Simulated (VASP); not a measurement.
# Si2B3 (Pm-3m) in VASP: notebook, part 2 of 2

VASP 6.6.1. The steps go on from the part before.

## (3) Relaxation of cell and atoms, PBE

This run uses another cell than the first one, of 10.27 Å³/atom, 0.806 times its volume.

The input, INCAR:

```
SYSTEM = Si2B3
ALGO = Normal ; EDIFF = 1E-7
EDIFFG = -0.08 ; ENCUT = 500
GGA = PE ; GGA_COMPAT = .False.
IBRION = 2 ; ISIF = 3
ISMEAR = 0 ; LASPH = .True.
LCHARG = .False. ; LREAL = .False.
LWAVE = .False. ; NELM = 120
NELMIN = 4 ; NSW = 36
PREC = Accurate ; SIGMA = 0.2
```

The input, KPOINTS:

```
k-points
0
Gamma
  4 4 4
  0 0 0
```

The input, POSCAR:

```
Si2B3
1.0
    3.7172927700      0.0000000000      0.0000000000
    0.0000000000      3.7172927700      0.0000000000
    0.0000000000      0.0000000000      3.7172927700
Si B
2 3
Direct
    0.5000000000      0.5000000000      0.5000000000
    0.0000000000      0.0000000000      0.0000000000
    0.5000000000      0.0000000000      0.0000000000
    0.0000000000      0.5000000000      0.0000000000
    0.0000000000      0.0000000000      0.5000000000
```

Potentials or basis: VASP PAW PBE potentials, release 64 (Si, B).

Started as:

```console
$ cat potpaw_PBE.64/Si/POTCAR potpaw_PBE.64/B/POTCAR > POTCAR
$ mpirun -np 1 vasp_std > vasp.out
```

OUTCAR:

```text
SYSTEM = Si2B3
   EDIFF = 1E-7
   EDIFFG = -0.08
   ENCUT = 500
   GGA = PE
   IBRION = 2
   ISIF = 3
   ISMEAR = 0
   LASPH = .True.
   LREAL = .False.
   NELM = 120
   NELMIN = 4
   NSW = 36
   PREC = Accurate

 ion  position               nearest neighbor table
   1  0.500  0.500  0.500-   3 2.63   4 2.63   5 2.63   3 2.63   4 2.63   3 2.63   5 2.63   3 2.63
                             4 2.63   5 2.63   4 2.63   5 2.63
   2  0.000  0.000  0.000-   3 1.86   4 1.86   5 1.86   5 1.86   4 1.86   3 1.86
   3  0.500  0.000  0.000-   2 1.86   2 1.86   1 2.63   1 2.63   1 2.63   1 2.63
   4  0.000  0.500  0.000-   2 1.86   2 1.86   1 2.63   1 2.63   1 2.63   1 2.63
   5  0.000  0.000  0.500-   2 1.86   2 1.86   1 2.63   1 2.63   1 2.63   1 2.63

  LATTYP: Found a simple cubic cell.
 ALAT       =     3.7172927700

  Lattice vectors:

 A1 = (   3.7172927700,   0.0000000000,   0.0000000000)
 A2 = (   0.0000000000,   3.7172927700,   0.0000000000)
 A3 = (   0.0000000000,   0.0000000000,   3.7172927700)

Analysis of symmetry for initial positions (statically):
=====================================================================
 Subroutine PRICEL returns:
 Original cell was already a primitive cell.

 Routine SETGRP: Setting up the symmetry group for a
 simple cubic supercell.

 Subroutine GETGRP returns: Found 48 space group operations
 (whereof 48 operations were pure point group operations)
 out of a pool of 48 trial point group operations.

The static configuration has the point symmetry O_h .

Analysis of symmetry for dynamics (positions and initial velocities):
=====================================================================
 Subroutine PRICEL returns:
 Original cell was already a primitive cell.

 Routine SETGRP: Setting up the symmetry group for a
 simple cubic supercell.

 Subroutine GETGRP returns: Found 48 space group operations
 (whereof 48 operations were pure point group operations)
 out of a pool of 48 trial point group operations.

The dynamic configuration has the point symmetry O_h .

 Subroutine INISYM returns: Found 48 space group operations
 (whereof 48 operations are pure point group operations),
 and found     1 'primitive' translations

----------------------------------------------------------------------------------------

                                     Primitive cell

  volume of cell :      51.3665

  direct lattice vectors                    reciprocal lattice vectors
     3.717292770  0.000000000  0.000000000     0.269012978  0.000000000  0.000000000
     0.000000000  3.717292770  0.000000000     0.000000000  0.269012978  0.000000000
     0.000000000  0.000000000  3.717292770     0.000000000  0.000000000  0.269012978

  length of vectors
     3.717292770  3.717292770  3.717292770     0.269012978  0.269012978  0.269012978

  position of ions in fractional coordinates (direct lattice)
     0.500000000  0.500000000  0.500000000
     0.000000000  0.000000000  0.000000000
     0.500000000  0.000000000  0.000000000
     0.000000000  0.500000000  0.000000000
     0.000000000  0.000000000  0.500000000

  ion indices of the primitive-cell ions
   primitive index   ion index
                 1           1
                 2           2
                 3           3
                 4           4
                 5           5

----------------------------------------------------------------------------------------

 KPOINTS: k-points

Automatic generation of k-mesh.
 Grid dimensions read from file:
 generate k-points for:    4    4    4

 Generating k-lattice:

  Cartesian coordinates                     Fractional coordinates (reciprocal lattice)
     0.067253245  0.000000000  0.000000000     0.250000000  0.000000000  0.000000000
     0.000000000  0.067253245  0.000000000     0.000000000  0.250000000  0.000000000
     0.000000000  0.000000000  0.067253245     0.000000000  0.000000000  0.250000000

  Length of vectors
     0.067253245  0.067253245  0.067253245

  Shift w.r.t. Gamma in fractional coordinates (k-lattice)
     0.000000000  0.000000000  0.000000000

 Subroutine IBZKPT returns following result:
 ===========================================

 Found     10 irreducible k-points:

 Following reciprocal coordinates:
            Coordinates               Weight
  0.000000  0.000000  0.000000      1.000000
  0.250000  0.000000  0.000000      6.000000
  0.500000  0.000000  0.000000      3.000000
  0.250000  0.250000  0.000000     12.000000
  0.500000  0.250000  0.000000     12.000000
  0.500000  0.500000  0.000000      3.000000
  0.250000  0.250000  0.250000      8.000000
  0.500000  0.250000  0.250000     12.000000
  0.500000  0.500000  0.250000      6.000000
  0.500000  0.500000  0.500000      1.000000
   k-points           NKPTS =     10   k-points in BZ     NKDIM =     10   number of bands    NBANDS=     12
   number of dos      NEDOS =    301   number of ions     NIONS =      5
   total plane-waves  NPLWV =  21952
   dimension x,y,z NGX =    28 NGY =   28 NGZ =   28
   dimension x,y,z NGXF=    56 NGYF=   56 NGZF=   56
   ions per type =               2   3
   NGX,Y,Z   is equivalent  to a cutoff of  12.52, 12.52, 12.52 a.u.
   NGXF,Y,Z  is equivalent  to a cutoff of  25.04, 25.04, 25.04 a.u.
 SYSTEM =  Si2B3
   PREC   = accura    normal or accurate (medium, high low for compatibility)
   ISTART =      0    job   : 0-new  1-cont  2-samecut
   ICHARG =      2    charge: 1-file 2-atom 10-const
   ISPIN  =      1    spin polarized calculation?
   LNONCOLLINEAR =      F non collinear calculations
   LSORBIT =      F    spin-orbit coupling
   LASPH  =      T    aspherical Exc in radial PAW
   ENCUT  =  500.0 eV  36.75 Ry    6.06 a.u.   6.78  6.78  6.78*2*pi/ulx,y,z
   NELM   =    120;   NELMIN=  4; NELMDL= -5     # of ELM steps
   EDIFF  = 0.1E-06   stopping-criterion for ELM
   LREAL  =      F    real-space projection
   EDIFFG = -.8E-01   stopping-criterion for IOM
   NSW    =     36    number of steps for IOM
   IBRION =      2    ionic relax: 0-MD 1-quasi-New 2-CG
   NFREE  =      1    steps in history (QN), initial steepest desc. (CG)
   ISIF   =      3    stress and relaxation
   ISYM   =      2    0-nonsym 1-usesym 2-fastsym
   POTIM  = 0.5000    time-step for ionic-motion
   TEBEG  =    0.0;   TEEND  =   0.0 temperature during run
   PSTRESS=    0.0 pullay stress
   NELECT =      17.0000    total number of electrons
   NUPDOWN=      -1.0000    fix difference up-down
   EMIN   =  10.00;   EMAX   =-10.00  energy-range for DOS
   EFERMI =   0.00;   METHOD = LEGACY
   ISMEAR =     0;   SIGMA  =   0.20  broadening in eV -4-tet -1-fermi 0-gaus
   EFERMI_NEDOS =   21; number of points for ismear=-14 and -15
   IALGO  =     38    algorithm
   IMIX   =      4    mixing-type and parameters
     AMIX     =   0.40;   BMIX     =  1.00
     AMIX_MAG =   1.60;   BMIX_MAG =  1.00
  volume/ion in A,a.u.               =      10.27        69.33
  Fermi-wavevector in a.u.,A,eV,Ry     =   1.132394  2.139915 17.446982  1.282317
  Thomas-Fermi vector in A             =   2.269095
   LORBIT       =      0    0 simple, 1 ext, 2 COOP (PROOUT), +10 PAW based schemes
   GGA     = PE    functional components
   LHFCALC =     F    Hartree Fock is set to
   AEXX    =    0.0000 exact exchange contribution
   IVDW    =     0    specifies the selected vdW correction
   LEPSILON=     F    determine dielectric tensor
   LRPA    =     F    only Hartree local field effects (RPA)
 conjugate gradient relaxation of ions
 non-spin polarized calculation
 Gauss-broadening in eV      SIGMA  =   0.20
  energy-cutoff  :      500.00
  volume of cell :       51.37
 maximum number of plane-waves:      1328
 NGX is ok and might be reduce to    28
   NGX = 13   NGY = 13   NGZ = 13

--------------------------------------- Ionic step        1  -------------------------------------------

 number of electron      17.0000001 magnetization

 Free energy of the ion-electron system (eV)
  ---------------------------------------------------
  ext. energy  EPLUGINS =         0.00000000
  ---------------------------------------------------
  free energy    TOTEN  =       -21.26179618 eV

  energy without entropy =      -21.20815361  energy(sigma->0) =      -21.23497489

------------------------ aborting loop because EDIFF is reached ----------------------------------------

  FORCE on cell =-STRESS in cart. coord.  units (eV):
  Direction    XX          YY          ZZ          XY          YZ          ZX
  --------------------------------------------------------------------------------------
  -------------------------------------------------------------------------------------
  Total       10.5509207     10.5509207     10.5509207      0.0000000     -0.0000000      0.0000000
  in kB      329.0945133    329.0945133    329.0945133      0.0000000     -0.0000000      0.0000000
  external PRESSURE =     329.0945133 kB  Pullay stress =       0.0000000 kB
[... 63 lines left out ...]
  energy  without entropy=      -22.1449230979  energy(sigma->0) =      -22.18395552

--------------------------------------- Ionic step        3  -------------------------------------------

 number of electron      17.0000004 magnetization

 Free energy of the ion-electron system (eV)
  ---------------------------------------------------
  ext. energy  EPLUGINS =         0.00000000
  ---------------------------------------------------
  free energy    TOTEN  =       -22.33113092 eV

  energy without entropy =      -22.25875441  energy(sigma->0) =      -22.29494267

 E-fermi :   5.8717     XC(G=0): -10.5260

 val. band max:        5.8417287939   @ k =   0.2500   0.2500   0.0000
 cond. band min:       5.9135711580   @ k =   0.5000   0.5000   0.0000
 fundamental gap:      0.0718423640
 Fermi energy:         5.8717267679

 k-point     1 :       0.0000    0.0000    0.0000
  band No.  band energies     occupation
      1      -7.1759      2.00000
      2       0.5452      2.00000
      3       0.5452      2.00000
      4       0.5452      2.00000
      5       0.5688      2.00000
      6       1.9262      2.00000
      7       1.9262      2.00000
      8       6.8492      0.00000
      9       6.8492      0.00000
     10       6.8492      0.00000
     11       8.5141      0.00000
     12       8.5141      0.00000
[... 165 lines left out ...]
  FREE ENERGIE OF THE ION-ELECTRON SYSTEM (eV)
  ---------------------------------------------------
  free  energy   TOTEN  =       -22.3311309200 eV

  energy  without entropy=      -22.2587544124  energy(sigma->0) =      -22.29494267

 reached required accuracy - stopping structural energy minimisation
```

CONTCAR:

```text
Si2B3
   1.00000000000000
     3.9915238068667005   -0.0000000000000000    0.0000000000000000
     0.0000000000000000    3.9915238068667005    0.0000000000000000
    -0.0000000000000000   -0.0000000000000000    3.9915238068667005
  Si              B
     2     3
Direct
     0.5000000000000000    0.5000000000000000    0.5000000000000000
     0.0000000000000000    0.0000000000000000    0.0000000000000000
     0.5000000000000000    0.0000000000000000    0.0000000000000000
     0.0000000000000000    0.5000000000000000    0.0000000000000000
     0.0000000000000000    0.0000000000000000    0.5000000000000000

  0.00000000E+00  0.00000000E+00  0.00000000E+00
  0.00000000E+00  0.00000000E+00  0.00000000E+00
  0.00000000E+00  0.00000000E+00  0.00000000E+00
  0.00000000E+00  0.00000000E+00  0.00000000E+00
  0.00000000E+00  0.00000000E+00  0.00000000E+00
```

Run time: 16 s. Hardware: 1 thread of AMD EPYC 7R13 (Zen 3), shared host; peak memory 0.12 GiB.

What came out:

```yaml
Free_energy: -22.3311 eV
Relaxed_volume: 12.72 Å³/atom
Relaxed_cell: a = 3.992 Å, b = 3.992 Å, c = 3.992 Å, α = 90.00°, β = 90.00°, γ = 90.00°
Space_group_after_relaxing_to_0.05_Å: Pm-3m (No. 221)
Energy_gained_by_relaxing: 213.9 meV/atom
Ionic_steps: 3
Pressure_after_relaxing: 0.3 GPa
```

Step by step:
```csv
step,energy change (eV),largest force (eV/Å),pressure (GPa),volume (Å³)
1,0.0000,0.0000,32.91,51.37
2,-0.9612,0.0000,-6.61,68.71
3,-1.0693,0.0000,0.27,63.59
```

Final structure:
```
Si B
1.0
     3.99152    0.00000    0.00000
     0.00000    3.99152    0.00000
     0.00000    0.00000    3.99152
Si B
2 3
Direct
  0.50000 0.50000 0.50000
  0.00000 0.00000 0.00000
  0.50000 0.00000 0.00000
  0.00000 0.50000 0.00000
  0.00000 0.00000 0.50000
```

Caveat: the k points lie up to 0.39 Å⁻¹ apart in the final cell; the volume moved by over 15 % at a fixed basis, so the end points are rough.
